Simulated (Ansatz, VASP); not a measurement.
**Sc2AsSe: VASP beside Ansatz**

INCAR

```
SYSTEM = Sc2AsSe
  ALGO = Normal
  EDIFF = 1E-6
  EDIFFG = -0.04
  ENCUT = 600
  GGA = PE
  IBRION = 2
  ISIF = 3
  ISMEAR = 0
  LASPH = .True.
  LCHARG = .False.
  LREAL = .False.
  LWAVE = .False.
  NELM = 100
  NSW = 90
  PREC = Accurate
  SIGMA = 0.1
```

KPOINTS

```
k-points
0
Gamma
  4 4 4
  0 0 0
```

The input POSCAR:

```
Sc2AsSe
1.0
    0.0000000000      3.8035009900      5.0179096300
    2.5915788800      0.0000000000      5.0179096300
    2.5915788800      3.8035009900      0.0000000000
Sc As Se
2 1 1
Direct
    0.2488318900      0.2488318900      0.7511681100
    0.7511681100      0.7511681100      0.2488318900
    0.0000000000      0.0000000000      0.0000000000
    0.5000000000      0.5000000000      0.5000000000
```

Input for Ansatz:

```yaml
crystal:
  lattice:
    - [0.0, 3.80350099, 5.01790963]
    - [2.59157888, 0.0, 5.01790963]
    - [2.59157888, 3.80350099, 0.0]
  atoms:
    - { symbol: Sc, position: [0.24883189, 0.24883189, 0.75116811] }
    - { symbol: Sc, position: [0.75116811, 0.75116811, 0.24883189] }
    - { symbol: As, position: [0.0, 0.0, 0.0] }
    - { symbol: Se, position: [0.5, 0.5, 0.5] }
basis:
  ecutwfc: 420
kpoints:
  mp_grid: { grid: [4, 4, 4] }
hamiltonian:
  xc: pbe
scf:
  occupations: { method: gaussian, width: 0.1 }
  lower_state_search: "off"
output:
  forces: true
  stress: true
  eigenvalues: true
relax:
  adjacent_minimum: "off"
  f_tol: 0.04
  max_steps: 70
  cell: { stress_tol: 0.4 }
```

Alike in both runs: task relaxation of cell and atoms; functional PBE; k mesh 4 × 4 × 4; occupations gaussian, width 0.1 eV; no spin polarisation.

|  | VASP | Ansatz |
| --- | --- | --- |
| version | VASP 6.6.1 | Ansatz 0.2.0 |
| potentials or method | VASP PAW PBE potentials, release 64 (Sc_sv, As, Se), cutoff 600 eV | scalar-relativistic, plane waves, PAW |
| valence electrons in the cell | 33 | 53 |

VASP gave:

| Property | Result |
| --- | --- |
| gap on the k mesh at the Fermi level, each at its own relaxed structure (eV) | none |
| relaxed volume (Å³/atom) | 24.45 |
| relaxed length of the cell vector where the two differ most in proportion (Å) | 6.173 |

**Question.** Estimate Ansatz's values.

**Answer.** gap on the k mesh at the Fermi level, each at its own relaxed structure (eV): none; relaxed volume (Å³/atom): 24.28; relaxed length of the cell vector where the two differ most in proportion (Å): 6.155.

A gap of «none» marks a metal or a gap that the smearing closes. VASP's potentials hold 33 valence electrons a cell and Ansatz's 53, so a difference there can come from the potentials and not from the codes.

The k mesh is coarse, so the values compare programs but aren't converged.
